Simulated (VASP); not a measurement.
# TlBr (CsCl type) (Pm-3m) in VASP: single point with PBE

Aim: the single point of TlBr (CsCl type) with PBE.

Program: VASP 6.6.1. These are calculated values, not measurements. Logs are shortened: lines on timing, memory, paths and dates and some standing lists are left out, and cuts for length are marked.

**1. The cell of the first run**

Symmetry: Pm-3m, No. 221, cubic system. Conventional cell: a = 3.912 Å, b = 3.912 Å, c = 3.912 Å, α = 90.00°, β = 90.00°, γ = 90.00°. Within 4.5 Å of Tl (site symmetry m-3m) lie 8 Br at 3.39 Å and 6 Tl at 3.91 Å. Br (site symmetry m-3m) has 8 Tl at 3.39 Å and 6 Br at 3.91 Å within 4.5 Å.

**2. Single point, PBE**

File INCAR:

```
PREC = Accurate
ENCUT = 500
EDIFF = 1E-6
ISMEAR = -4
SIGMA = 0.1
LREAL = False
LASPH = True
NELM = 120
ALGO = Normal
ISIF = 2
LWAVE = False
LCHARG = True
GGA = PE
LELF = True
LVHAR = True
NBANDS = 17
GGA_COMPAT = False
```

File KPOINTS:

```
Automatic mesh
0
Gamma
  12 12 12
  0.5 0.5 0.5
```

File POSCAR:

```
TlBr
1.0
    3.9120013993      0.0000000000      0.0000000000
    0.0000000000      3.9120013993      0.0000000000
    0.0000000000      0.0000000000      3.9120013993
Tl Br
1 1
Direct
    0.0000000000      0.0000000000      0.0000000000
    0.5000000000      0.5000000000      0.5000000000
```

Potentials or basis: VASP PAW PBE potentials, release 64 (Tl_d, Br).

The run is started by

```sh
> cat potpaw_PBE.64/Tl_d/POTCAR potpaw_PBE.64/Br/POTCAR > POTCAR
> mpirun -np 1 vasp_std > vasp.out
```

OUTCAR:

```text
PREC = Accurate
   ENCUT = 500
   EDIFF = 1E-6
   ISMEAR = -4
   LREAL = False
   LASPH = True
   NELM = 120
   ISIF = 2
   GGA = PE

 ion  position               nearest neighbor table
   1  0.000  0.000  0.000-   2 3.39   2 3.39   2 3.39   2 3.39   2 3.39   2 3.39   2 3.39   2 3.39

   2  0.500  0.500  0.500-   1 3.39   1 3.39   1 3.39   1 3.39   1 3.39   1 3.39   1 3.39   1 3.39

  LATTYP: Found a simple cubic cell.
 ALAT       =     3.9120013993

  Lattice vectors:

 A1 = (   3.9120013993,   0.0000000000,   0.0000000000)
 A2 = (   0.0000000000,   3.9120013993,   0.0000000000)
 A3 = (   0.0000000000,   0.0000000000,   3.9120013993)

Analysis of symmetry for initial positions (statically):
=====================================================================
 Subroutine PRICEL returns:
 Original cell was already a primitive cell.

 Routine SETGRP: Setting up the symmetry group for a
 simple cubic supercell.

 Subroutine GETGRP returns: Found 48 space group operations
 (whereof 48 operations were pure point group operations)
 out of a pool of 48 trial point group operations.

The static configuration has the point symmetry O_h .

Analysis of symmetry for dynamics (positions and initial velocities):
=====================================================================
 Subroutine PRICEL returns:
 Original cell was already a primitive cell.

 Routine SETGRP: Setting up the symmetry group for a
 simple cubic supercell.

 Subroutine GETGRP returns: Found 48 space group operations
 (whereof 48 operations were pure point group operations)
 out of a pool of 48 trial point group operations.

The dynamic configuration has the point symmetry O_h .

 Subroutine INISYM returns: Found 48 space group operations
 (whereof 48 operations are pure point group operations),
 and found     1 'primitive' translations

----------------------------------------------------------------------------------------

                                     Primitive cell

  volume of cell :      59.8683

  direct lattice vectors                    reciprocal lattice vectors
[... 78 lines left out ...]
   NGXF,Y,Z  is equivalent  to a cutoff of  25.50, 25.50, 25.50 a.u.
 SYSTEM =  unknown system
   PREC   = accura    normal or accurate (medium, high low for compatibility)
   ISTART =      0    job   : 0-new  1-cont  2-samecut
   ICHARG =      2    charge: 1-file 2-atom 10-const
   ISPIN  =      1    spin polarized calculation?
   LNONCOLLINEAR =      F non collinear calculations
   LSORBIT =      F    spin-orbit coupling
   LASPH  =      T    aspherical Exc in radial PAW
   ENCUT  =  500.0 eV  36.75 Ry    6.06 a.u.   7.13  7.13  7.13*2*pi/ulx,y,z
   NELM   =    120;   NELMIN=  2; NELMDL= -5     # of ELM steps
   EDIFF  = 0.1E-05   stopping-criterion for ELM
   LREAL  =      F    real-space projection
   EDIFFG = 0.1E-04   stopping-criterion for IOM
   NSW    =      0    number of steps for IOM
   IBRION =     -1    ionic relax: 0-MD 1-quasi-New 2-CG
   NFREE  =      0    steps in history (QN), initial steepest desc. (CG)
   ISIF   =      2    stress and relaxation
   ISYM   =      2    0-nonsym 1-usesym 2-fastsym
   POTIM  = 0.5000    time-step for ionic-motion
   TEBEG  =    0.0;   TEEND  =   0.0 temperature during run
   PSTRESS=    0.0 pullay stress
   NELECT =      20.0000    total number of electrons
   NUPDOWN=      -1.0000    fix difference up-down
   EMIN   =  10.00;   EMAX   =-10.00  energy-range for DOS
   EFERMI =   0.00;   METHOD = LEGACY
   ISMEAR =    -4;   SIGMA  =   0.10  broadening in eV -4-tet -1-fermi 0-gaus
   EFERMI_NEDOS =   21; number of points for ismear=-14 and -15
   IALGO  =     38    algorithm
   IMIX   =      4    mixing-type and parameters
     AMIX     =   0.40;   BMIX     =  1.00
     AMIX_MAG =   1.60;   BMIX_MAG =  1.00
  volume/ion in A,a.u.               =      29.93       202.01
  Fermi-wavevector in a.u.,A,eV,Ry     =   1.135932  2.146601 17.556175  1.290342
  Thomas-Fermi vector in A             =   2.272637
   LORBIT       =      0    0 simple, 1 ext, 2 COOP (PROOUT), +10 PAW based schemes
   GGA     = PE    functional components
   LHFCALC =     F    Hartree Fock is set to
   AEXX    =    0.0000 exact exchange contribution
   IVDW    =     0    specifies the selected vdW correction
   LEPSILON=     F    determine dielectric tensor
   LRPA    =     F    only Hartree local field effects (RPA)
 non-spin polarized calculation
 Fermi weights with tetrahedron method witout Bloechl corrections
  energy-cutoff  :      500.00
  volume of cell :       59.87
 maximum number of plane-waves:      1537
 NGX is ok and might be reduce to    30
   NGX = 15   NGY = 15   NGZ = 15

 number of electron      19.9999996 magnetization

 Free energy of the ion-electron system (eV)
  ---------------------------------------------------
  ext. energy  EPLUGINS =         0.00000000
  ---------------------------------------------------
  free energy    TOTEN  =        -5.49401301 eV

  energy without entropy =       -5.49401301  energy(sigma->0) =       -5.49401301

 E-fermi :   2.8568     XC(G=0):  -9.2174

 val. band max:        2.8424493188   @ k =   0.4583   0.0417   0.0417
 cond. band min:       4.9264307007   @ k =   0.4583   0.0417   0.0417
 fundamental gap:      2.0839813819
 Fermi energy:         2.8568376516

 k-point     1 :       0.0417    0.0417    0.0417
  band No.  band energies     occupation
      1     -11.0862      2.00000
      2      -7.2594      2.00000
      3      -7.2594      2.00000
      4      -7.0611      2.00000
      5      -7.0604      2.00000
      6      -7.0604      2.00000
[... 457 lines left out ...]
      4      -7.1156      2.00000
      5      -7.0915      2.00000
      6      -7.0724      2.00000
[... 9 lines left out ...]
     16      14.4077      0.00000
     17      15.4917      0.00000

 [... further k-points ...]
[... 5 lines left out ...]
  --------------------------------------------------------------------------------------
  -------------------------------------------------------------------------------------
  Total        1.0110044      1.0110044      1.0110044      0.0000000      0.0000000     -0.0000000
  in kB       27.0561881     27.0561881     27.0561881      0.0000000      0.0000000     -0.0000000
  external PRESSURE =      27.0561881 kB  Pullay stress =       0.0000000 kB

 VOLUME and BASIS-vectors are now :
 -----------------------------------------------------------------------------
  energy-cutoff  :      500.00
  volume of cell :       59.87
      direct lattice vectors                 reciprocal lattice vectors
     3.912001399  0.000000000  0.000000000     0.255623630  0.000000000  0.000000000
     0.000000000  3.912001399  0.000000000     0.000000000  0.255623630  0.000000000
     0.000000000  0.000000000  3.912001399     0.000000000  0.000000000  0.255623630

 POSITION                                       TOTAL-FORCE (eV/Angst)
 -----------------------------------------------------------------------------------
      0.00000      0.00000      0.00000         0.000000      0.000000      0.000000
      1.95600      1.95600      1.95600         0.000000      0.000000      0.000000
 -----------------------------------------------------------------------------------
    total drift:                                0.000000     -0.000000     -0.000000

  FREE ENERGIE OF THE ION-ELECTRON SYSTEM (eV)
  ---------------------------------------------------
  free  energy   TOTEN  =        -5.4940130138 eV

  energy  without entropy=       -5.4940130138  energy(sigma->0) =       -5.49401301
```

OSZICAR:

```text
N       E                     dE             d eps       ncg     rms          rms(c)
DAV:   1     0.964478006346E+02    0.96448E+02   -0.96112E+03  1952   0.997E+02
DAV:   2    -0.220024765183E+01   -0.98648E+02   -0.95601E+02  2351   0.221E+02
DAV:   3    -0.570970252809E+01   -0.35095E+01   -0.35007E+01  2220   0.366E+01
DAV:   4    -0.572889311101E+01   -0.19191E-01   -0.19189E-01  2490   0.320E+00
DAV:   5    -0.572908418926E+01   -0.19108E-03   -0.19108E-03  2327   0.305E-01    0.311E+00
DAV:   6    -0.551465604542E+01    0.21443E+00   -0.32728E-01  2044   0.293E+00    0.183E+00
DAV:   7    -0.549342898303E+01    0.21227E-01   -0.10818E-01  2165   0.149E+00    0.918E-01
DAV:   8    -0.549413964042E+01   -0.71066E-03   -0.14383E-02  2188   0.777E-01    0.160E-01
DAV:   9    -0.549391244997E+01    0.22719E-03   -0.93243E-04  2137   0.180E-01    0.623E-02
DAV:  10    -0.549401212267E+01   -0.99673E-04   -0.22977E-04  2055   0.786E-02    0.180E-02
DAV:  11    -0.549401295345E+01   -0.83078E-06   -0.30405E-05  2265   0.375E-02    0.754E-03
DAV:  12    -0.549401301376E+01   -0.60315E-07   -0.35345E-06  2087   0.934E-03
   1 F= -.54940130E+01 E0= -.54940130E+01  d E =0.000000E+00
```

stdout:

```text
POSCAR found type information on POSCAR TlBr
 POSCAR found :  2 types and       2 ions
 scaLAPACK will be used
 LDA part: xc-table for (Slater+PW92), standard interpolation
 POSCAR, INCAR and KPOINTS ok, starting setup
 FFT: planning ... GRIDC
 FFT: planning ... GRID_SOFT
 FFT: planning ... GRID
 WAVECAR not read
 entering main loop
```

Run time: 18 s. Hardware: 1 thread of Intel Xeon 6975P-C (Granite Rapids), shared host; peak memory 0.2 GiB.

Results:

```
Free energy            : -5.4940 eV
Pressure               : 2.7 GPa
Band gap on the k mesh : 2.08 eV, direct
```

Caveat: spin-orbit coupling is left out, which moves the levels of the heavy elements. A k mesh can miss the band edges.
